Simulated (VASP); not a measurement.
Here is a VASP 6.6.1 calculation.

INCAR

```
  ALGO = Fast
  EDIFF = 1E-6
  ENCUT = 520
  GGA = PE
  ISIF = 2
  ISMEAR = -1
  ISPIN = 2
  LASPH = True
  LCHARG = False
  LMAXMIX = 4
  LORBIT = 11
  LREAL = False
  LWAVE = False
  MAGMOM = 2 1
  NBANDS = 22
  NELM = 150
  PREC = Accurate
  SIGMA = 0.05
```

File KPOINTS:

```
k-points
0
Gamma
  9 9 9
```

File POSCAR:

```
TiCo
1.0
    2.9457531915      0.0000000000      0.0000000000
    0.0000000000      2.9457531915      0.0000000000
    0.0000000000      0.0000000000      2.9457531915
Co Ti
1 1
Direct
    0.5000000000      0.5000000000      0.5000000000
    0.0000000000      0.0000000000      0.0000000000
```

Potentials or basis: VASP PAW PBE potentials, release 64 (Co, Ti_sv).

Command:

```console
$ cat potpaw_PBE.64/Co/POTCAR potpaw_PBE.64/Ti_sv/POTCAR > POTCAR
$ mpirun -np 1 vasp_std > vasp.out
```

Predict the pressure.

5.9 GPa.

Estimate the net moment.

0.70 μB per cell.
